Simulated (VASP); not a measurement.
# Pt in VASP: a series of runs

Runs on Pt. Level: LDA. Tasks: single point.

Program: VASP 6.6.1. These are calculated values, not measurements. Logs are shortened: lines on timing, memory, paths and dates and some standing lists are left out, and cuts for length are marked.

### 1 The cell of the first run

It takes space group I4/mmm (No. 139, tetragonal). Conventional cell: a = 2.753 Å, b = 2.753 Å, c = 3.689 Å, α = 90.00°, β = 90.00°, γ = 90.00°. Within 3.5 Å of Pt (site symmetry 4/mmm) lie 12 Pt at 2.68 to 2.75 Å.

### 2 Single point, LDA (normal strain along x +0.0000, normal strain along z -0.0525)

INCAR

```
ALGO = Fast ; EDIFF = 1E-6
ENCUT = 520 ; ISIF = 2
ISMEAR = 0 ; LASPH = True
LCHARG = True ; LELF = True
LREAL = False ; LVHAR = True
LWAVE = False ; NBANDS = 11
NELM = 100 ; PREC = Accurate
SIGMA = 0.15
```

KPOINTS

```
k-points
0
Gamma
  20 20 20
```

POSCAR

```
Pt
1.0
    0.0000000000      1.9468328700      1.8446241443
    1.9468328700      0.0000000000      1.8446241443
    1.9468328700      1.9468328700      0.0000000000
Pt
1
Direct
    0.0000000000      0.0000000000      0.0000000000
```

Potentials or basis: VASP PAW LDA potentials, release 64 (Pt).

Launch:

```
$ cat potpaw_LDA.64/Pt/POTCAR > POTCAR
$ mpirun -np 1 vasp_std > vasp.out
```

OUTCAR:

```text
EDIFF = 1E-6
   ENCUT = 520
   ISIF = 2
   ISMEAR = 0
   LASPH = True
   LREAL = False
   NELM = 100
   PREC = Accurate

 ion  position               nearest neighbor table
   1  0.000  0.000  0.000-

  LATTYP: Found a body centered tetragonal cell.
 ALAT       =     2.7532374484
 C/A-ratio  =     1.3399673503

  Lattice vectors:

 A1 = (   0.0000000000,  -1.9468328700,  -1.8446241443)
 A2 = (   0.0000000000,   1.9468328700,  -1.8446241443)
 A3 = (   1.9468328700,   0.0000000000,   1.8446241443)

Analysis of symmetry for initial positions (statically):
=====================================================================
 Subroutine PRICEL returns:
 Original cell was already a primitive cell.

 Routine SETGRP: Setting up the symmetry group for a
 body centered tetragonal supercell.

 Subroutine GETGRP returns: Found 16 space group operations
 (whereof 16 operations were pure point group operations)
 out of a pool of 16 trial point group operations.

The static configuration has the point symmetry D_4h.

Analysis of symmetry for dynamics (positions and initial velocities):
=====================================================================
 Subroutine PRICEL returns:
 Original cell was already a primitive cell.

 Routine SETGRP: Setting up the symmetry group for a
 body centered tetragonal supercell.

 Subroutine GETGRP returns: Found 16 space group operations
 (whereof 16 operations were pure point group operations)
 out of a pool of 16 trial point group operations.

The dynamic configuration has the point symmetry D_4h.

 Subroutine INISYM returns: Found 16 space group operations
 (whereof 16 operations are pure point group operations),
 and found     1 'primitive' translations

----------------------------------------------------------------------------------------

                                     Primitive cell

  volume of cell :      13.9828

  direct lattice vectors                    reciprocal lattice vectors
     0.000000000  1.946832870  1.844624144    -0.256827388  0.256827388  0.271057929
     1.946832870  0.000000000  1.844624144     0.256827388 -0.256827388  0.271057929
     1.946832870  1.946832870  0.000000000     0.256827388  0.256827388 -0.271057929

  length of vectors
     2.681938936  2.681938936  2.753237448     0.453203061  0.453203061  0.453203061

  position of ions in fractional coordinates (direct lattice)
     0.000000000  0.000000000  0.000000000

  ion indices of the primitive-cell ions
   primitive index   ion index
                 1           1

----------------------------------------------------------------------------------------

 KPOINTS: k-points

Automatic generation of k-mesh.
 Grid dimensions read from file:
 generate k-points for:   20   20   20

 Generating k-lattice:

  Cartesian coordinates                     Fractional coordinates (reciprocal lattice)
    -0.012841369  0.012841369  0.013552896     0.050000000  0.000000000  0.000000000
     0.012841369 -0.012841369  0.013552896     0.000000000  0.050000000  0.000000000
     0.012841369  0.012841369 -0.013552896     0.000000000  0.000000000  0.050000000

  Length of vectors
     0.022660153  0.022660153  0.022660153

  Shift w.r.t. Gamma in fractional coordinates (k-lattice)
     0.000000000  0.000000000  0.000000000

 Subroutine IBZKPT returns following result:
 ===========================================

 Found    641 irreducible k-points:

 Following reciprocal coordinates:
            Coordinates               Weight
  0.000000  0.000000  0.000000      1.000000
  0.050000 -0.000000  0.000000      8.000000
  0.100000 -0.000000  0.000000      8.000000
  0.150000  0.000000  0.000000      8.000000
  0.200000 -0.000000  0.000000      8.000000
  0.250000  0.000000  0.000000      8.000000
[... 16 lines left out ...]
 -0.400000  0.050000  0.000000      8.000000
 -0.350000  0.050000  0.000000      8.000000
 [... further k-points ...]
   k-points           NKPTS =    641   k-points in BZ     NKDIM =    641   number of bands    NBANDS=     11
   number of dos      NEDOS =    301   number of ions     NIONS =      1
   total plane-waves  NPLWV =   8000
   dimension x,y,z NGX =    20 NGY =   20 NGZ =   20
   dimension x,y,z NGXF=    40 NGYF=   40 NGZF=   40
   ions per type =               1
   NGX,Y,Z   is equivalent  to a cutoff of  12.40, 12.40, 12.08 a.u.
   NGXF,Y,Z  is equivalent  to a cutoff of  24.79, 24.79, 24.15 a.u.
 SYSTEM =  unknown system
   PREC   = accura    normal or accurate (medium, high low for compatibility)
   ISTART =      0    job   : 0-new  1-cont  2-samecut
   ICHARG =      2    charge: 1-file 2-atom 10-const
   ISPIN  =      1    spin polarized calculation?
   LNONCOLLINEAR =      F non collinear calculations
   LSORBIT =      F    spin-orbit coupling
   LASPH  =      T    aspherical Exc in radial PAW
   ENCUT  =  520.0 eV  38.22 Ry    6.18 a.u.   4.99  4.99  5.12*2*pi/ulx,y,z
   NELM   =    100;   NELMIN=  2; NELMDL= -5     # of ELM steps
   EDIFF  = 0.1E-05   stopping-criterion for ELM
   LREAL  =      F    real-space projection
   EDIFFG = 0.1E-04   stopping-criterion for IOM
   NSW    =      0    number of steps for IOM
   IBRION =     -1    ionic relax: 0-MD 1-quasi-New 2-CG
   NFREE  =      0    steps in history (QN), initial steepest desc. (CG)
   ISIF   =      2    stress and relaxation
   ISYM   =      2    0-nonsym 1-usesym 2-fastsym
   POTIM  = 0.5000    time-step for ionic-motion
   TEBEG  =    0.0;   TEEND  =   0.0 temperature during run
   PSTRESS=    0.0 pullay stress
   NELECT =      10.0000    total number of electrons
   NUPDOWN=      -1.0000    fix difference up-down
   EMIN   =  10.00;   EMAX   =-10.00  energy-range for DOS
   EFERMI =   0.00;   METHOD = LEGACY
   ISMEAR =     0;   SIGMA  =   0.15  broadening in eV -4-tet -1-fermi 0-gaus
   EFERMI_NEDOS =   21; number of points for ismear=-14 and -15
   IALGO  =     68    algorithm
   IMIX   =      4    mixing-type and parameters
     AMIX     =   0.40;   BMIX     =  1.00
     AMIX_MAG =   1.60;   BMIX_MAG =  1.00
  volume/ion in A,a.u.               =      13.98        94.36
  Fermi-wavevector in a.u.,A,eV,Ry     =   1.464007  2.766572 29.161583  2.143316
  Thomas-Fermi vector in A             =   2.580034
   LORBIT       =      0    0 simple, 1 ext, 2 COOP (PROOUT), +10 PAW based schemes
   GGA     = CA    functional components
   LHFCALC =     F    Hartree Fock is set to
   AEXX    =    0.0000 exact exchange contribution
   IVDW    =     0    specifies the selected vdW correction
   LEPSILON=     F    determine dielectric tensor
   LRPA    =     F    only Hartree local field effects (RPA)
 non-spin polarized calculation
 RMM-DIIS sequential band-by-band and
 Gauss-broadening in eV      SIGMA  =   0.15
  energy-cutoff  :      520.00
  volume of cell :       13.98
 maximum number of plane-waves:       392
   NGX =  9   NGY =  9   NGZ = 11

 number of electron      10.0000000 magnetization

 number of electron       9.9999999 magnetization

 Free energy of the ion-electron system (eV)
  ---------------------------------------------------
  ext. energy  EPLUGINS =         0.00000000
  ---------------------------------------------------
  free energy    TOTEN  =        -7.45701922 eV

  energy without entropy =       -7.44012811  energy(sigma->0) =       -7.44857367

 E-fermi :  12.6752     XC(G=0): -14.1285

 val. band max:       12.6743429994   @ k =  -0.0500   0.4000   0.3500
 cond. band min:      12.6820208134   @ k =  -0.3500   0.1500   0.4000
 fundamental gap:      0.0076778140
 Fermi energy:        12.6752226343

 k-point     1 :       0.0000    0.0000    0.0000
  band No.  band energies     occupation
      1       1.5547      2.00000
      2       8.1572      2.00000
      3       8.1572      2.00000
      4       8.8391      2.00000
      5      10.4157      2.00000
      6      11.2289      2.00000
      7      27.0919      0.00000
      8      31.8674      0.00000
      9      31.8674      0.00000
     10      33.5283      0.00000
     11      38.2219      0.00000

 k-point     2 :       0.0500   -0.0000    0.0000
  band No.  band energies     occupation
      1       1.6640      2.00000
      2       8.1428      2.00000
      3       8.2022      2.00000
      4       8.8449      2.00000
      5      10.3972      2.00000
      6      11.1930      2.00000
      7      27.2725      0.00000
      8      31.5798      0.00000
      9      32.0411      0.00000
     10      33.4206      0.00000
     11      38.8914      0.00000

 k-point     3 :       0.1000   -0.0000    0.0000
  band No.  band energies     occupation
      1       1.9833      2.00000
      2       8.0783      2.00000
      3       8.3200      2.00000
      4       8.8915      2.00000
      5      10.3632      2.00000
      6      11.1021      2.00000
      7      27.7770      0.00000
      8      30.6048      0.00000
      9      32.5516      0.00000
     10      33.6879      0.00000
     11      40.0641      0.00000

 k-point     4 :       0.1500    0.0000    0.0000
  band No.  band energies     occupation
      1       2.4832      2.00000
      2       7.9633      2.00000
      3       8.4541      2.00000
      4       8.9974      2.00000
      5      10.3803      2.00000
      6      11.0075      2.00000
      7      28.4707      0.00000
      8      29.2949      0.00000
      9      33.3677      0.00000
     10      34.4366      0.00000
     11      39.0885      0.00000

 k-point     5 :       0.2000   -0.0000    0.0000
  band No.  band energies     occupation
      1       3.1013      2.00000
      2       7.8815      2.00000
      3       8.5192      2.00000
      4       9.1012      2.00000
      5      10.5434      2.00000
      6      10.9939      2.00000
      7      27.8503      0.00000
      8      29.1257      0.00000
      9      34.4353      0.00000
     10      35.4685      0.00000
     11      37.4188      0.00000
[... 211 lines left out ...]
 k-point    21 :       0.5000    0.0500    0.0000
  band No.  band energies     occupation
      1       4.5792      2.00000
      2       8.0305      2.00000
      3       8.5710      2.00000
      4      11.1283      2.00000
      5      12.9322      0.01540
      6      13.3227      0.00000
      7      19.1718      0.00000
      8      26.7985      0.00000
      9      31.4638      0.00000
     10      32.4982      0.00000
     11      41.6687      0.00000

 k-point    22 :      -0.4500    0.0500    0.0000
  band No.  band energies     occupation
      1       4.5820      2.00000
      2       8.0349      2.00000
      3       8.5776      2.00000
      4      11.0836      2.00000
      5      12.7659      0.39265
      6      13.2243      0.00000
      7      19.4499      0.00000
      8      26.8437      0.00000
      9      31.8305      0.00000
     10      32.3507      0.00000
     11      41.8643      0.00000

 k-point    23 :      -0.4000    0.0500    0.0000
  band No.  band energies     occupation
      1       4.5880      2.00000
      2       8.0990      2.00000
      3       8.6467      2.00000
      4      10.4058      2.00000
      5      12.3751      1.99534
      6      12.8252      0.15750
      7      20.7452      0.00000
      8      27.1419      0.00000
      9      32.6580      0.00000
     10      32.7404      0.00000
     11      40.8706      0.00000

 k-point    24 :      -0.3500    0.0500    0.0000
  band No.  band energies     occupation
      1       4.5501      2.00000
      2       8.2157      2.00000
      3       8.7674      2.00000
      4       9.4113      2.00000
      5      11.8387      2.00000
      6      12.4111      1.98723
      7      22.4921      0.00000
      8      27.6926      0.00000
      9      33.3196      0.00000
     10      34.1183      0.00000
     11      39.1120      0.00000

 [... further k-points ...]

------------------------ aborting loop because EDIFF is reached ----------------------------------------

  FORCE on cell =-STRESS in cart. coord.  units (eV):
  Direction    XX          YY          ZZ          XY          YZ          ZX
  --------------------------------------------------------------------------------------
  -------------------------------------------------------------------------------------
  Total        1.6477499      1.6477499      2.1383541      0.0000000     -0.0000000     -0.0000000
  in kB      188.8020246    188.8020246    245.0163034      0.0000000     -0.0000000     -0.0000000
  external PRESSURE =     207.5401175 kB  Pullay stress =       0.0000000 kB

 VOLUME and BASIS-vectors are now :
 -----------------------------------------------------------------------------
  energy-cutoff  :      520.00
  volume of cell :       13.98
      direct lattice vectors                 reciprocal lattice vectors
     0.000000000  1.946832870  1.844624144    -0.256827388  0.256827388  0.271057929
     1.946832870  0.000000000  1.844624144     0.256827388 -0.256827388  0.271057929
     1.946832870  1.946832870  0.000000000     0.256827388  0.256827388 -0.271057929

 POSITION                                       TOTAL-FORCE (eV/Angst)
 -----------------------------------------------------------------------------------
      0.00000      0.00000      0.00000         0.000000      0.000000      0.000000
 -----------------------------------------------------------------------------------
    total drift:                               -0.000000     -0.000000     -0.000000

  FREE ENERGIE OF THE ION-ELECTRON SYSTEM (eV)
  ---------------------------------------------------
  free  energy   TOTEN  =        -7.4570192223 eV

  energy  without entropy=       -7.4401281149  energy(sigma->0) =       -7.44857367
```

It took 61 s on 1 thread of AMD EPYC 7R13 (Zen 3), shared host; peak memory 0.17 GiB.

Results:

- Free energy: -7.4570 eV
- Pressure: 20.8 GPa
- Band gap on the k mesh: zero (bands 5 and 6 overlap by 2.80 eV)

Caveat: the cell differs from its parent crystal (normal strain along x +0.0000, normal strain along z -0.0525); the cell stands under pressure; spin-orbit coupling is left out, which moves the levels of the heavy elements.

### 3 Single point, LDA (normal strain along x -0.1100, normal strain along z -0.0525)

INCAR

```
PREC     = Accurate       # precision mode
ENCUT    = 520            # plane-wave cutoff, eV
EDIFF    = 1E-6           # SCF threshold, eV
ISMEAR   = 0              # smearing method
SIGMA    = 0.15           # smearing width, eV
LREAL    = F              # projectors in reciprocal space
LASPH    = T              # aspherical terms in the spheres
NELM     = 60             # most SCF steps
ALGO     = Fast           # electronic algorithm
ISIF     = 2              # what is computed and relaxed
LWAVE    = F              # write WAVECAR
LCHARG   = T              # write CHGCAR
LELF     = T              # ELF
LVHAR    = T            
NBANDS   = 11             # bands
```

KPOINTS

```
regular mesh
0
Gamma
  20 20 20
```

POSCAR

```
Pt
1.0
    0.0000000000      1.9468328700      1.8446241443
    1.7326812543      0.0000000000      1.8446241443
    1.7326812543      1.9468328700      0.0000000000
Pt
1
Direct
    0.0000000000      0.0000000000      0.0000000000
```

Potentials or basis: VASP PAW LDA potentials, release 64 (Pt).

Launch:

```
$ cat potpaw_LDA.64/Pt/POTCAR > POTCAR
$ mpirun -np 1 vasp_std > vasp.out
```

It took 1.8 min on 1 thread of AMD EPYC 7R13 (Zen 3), shared host; peak memory 0.23 GiB.

It converged, with:

- Free energy: -6.9457 eV
- Pressure: 85.5 GPa
- Band gap on the k mesh: zero (bands 5 and 6 overlap by 3.82 eV)

Stress tensor (GPa, compression positive):
```
94.34  0.00  0.00
 0.00 71.74  0.00
 0.00  0.00 90.36
```

Levels at points of the mesh, in eV from the Fermi level:
```
           k point  band 1  band 2  band 3  band 4  band 5  band 6  band 7  band 8  band 9  band 10
(0.00, 0.00, 0.00)  -12.54   -5.96   -5.05   -4.20   -3.18   -1.31   14.03   18.05   19.72    22.25
(0.50, 0.00, 0.00)   -9.58   -6.00   -4.43   -1.18   -0.25    0.54    7.69   13.34   19.47    21.14
(0.50, 0.50, 0.00)   -9.51   -8.78   -0.15   -0.04    1.44    1.53   11.32   11.35   12.94    23.28
(0.50, 0.00, 0.50)   -9.56   -8.89    0.18    0.28    0.39    1.02    9.62   12.64   13.57    23.68
(0.00, 0.50, 0.50)   -9.44   -8.95    0.05    0.35    1.26    2.94   10.55   11.22   13.18    22.10
```

Caveat: the cell differs from its parent crystal (normal strain along x -0.1100, normal strain along z -0.0525); the cell stands under pressure; spin-orbit coupling is left out, which moves the levels of the heavy elements.

### 4 Single point, LDA (normal strain along x -0.0825, normal strain along z -0.0700)

INCAR

```
PREC = Accurate
ENCUT = 520
EDIFF = 1E-6
ISMEAR = 0
SIGMA = 0.15
LREAL = F
LASPH = T
NELM = 60
ALGO = Fast
ISIF = 2
LWAVE = F
LCHARG = F
NBANDS = 11
```

KPOINTS is that of step 3.

POSCAR

```
Pt
1.0
    0.0000000000      1.9468328700      1.8105545691
    1.7862191582      0.0000000000      1.8105545691
    1.7862191582      1.9468328700      0.0000000000
Pt
1
Direct
    0.0000000000      0.0000000000      0.0000000000
```

Launch:

```
$ cat potpaw_LDA.64/Pt/POTCAR > POTCAR
$ mpirun -np 1 vasp_std > vasp.out
```

It took 1.8 min on 1 thread of AMD EPYC 7R13 (Zen 3), shared host; peak memory 0.23 GiB.

It converged, with:

| Item | Value |
| --- | --- |
| Free energy | -7.0318 eV |
| Pressure | 77.0 GPa |
| Band gap on the k mesh | zero (bands 5 and 6 overlap by 3.57 eV) |

Stress tensor (GPa, compression positive):
```
84.13  0.00  0.00
 0.00 63.66  0.00
 0.00  0.00 83.25
```

Levels at points of the mesh, in eV from the Fermi level:
```
           k point  band 2  band 3  band 4  band 5  band 6  band 7  band 8  band 9
(0.00, 0.00, 0.00)   -5.87   -4.71   -4.53   -2.98   -1.41   14.00   18.17   20.53
(0.50, 0.00, 0.00)   -5.76   -4.57   -1.18   -0.16    0.38    7.51   13.41   19.55
(0.50, 0.50, 0.00)   -8.73   -0.07    0.11    1.36    1.94   11.06   11.78   12.15
(0.50, 0.00, 0.50)   -8.80    0.22    0.35    0.61    0.75    9.54   12.83   13.03
(0.00, 0.50, 0.50)   -8.77   -0.03    0.20    1.30    2.26   10.88   11.78   12.18
```

Caveat: the cell differs from its parent crystal (normal strain along x -0.0825, normal strain along z -0.0700); the cell stands under pressure; spin-orbit coupling is left out, which moves the levels of the heavy elements.

### 5 The runs side by side

| cell | gap on the mesh (eV) | pressure (GPa) |
| --- | --- | --- |
| a = 2.682, b = 2.682, c = 2.753 Å, angles 59.1, 59.1, 61.8°, 1 atom | none | 20.8 |
| a = 2.682, b = 2.531, c = 2.606 Å, angles 62.9, 57.2, 59.9°, 1 atom | none | 85.5 |
| a = 2.659, b = 2.543, c = 2.642 Å, angles 61.7, 57.3, 61.0°, 1 atom | none | 77.0 |

Alike in all rows: task single point; level LDA; potentials or basis VASP PAW LDA potentials, release 64 (Pt); no spin polarisation; k mesh 20 × 20 × 20; cutoff (eV) 520; smearing gaussian 0.15 eV.

Caveats: the cell stands under pressure; spin-orbit coupling is left out, which moves the levels of the heavy elements.

Absolute energies hang on the potentials; compare differences alone.
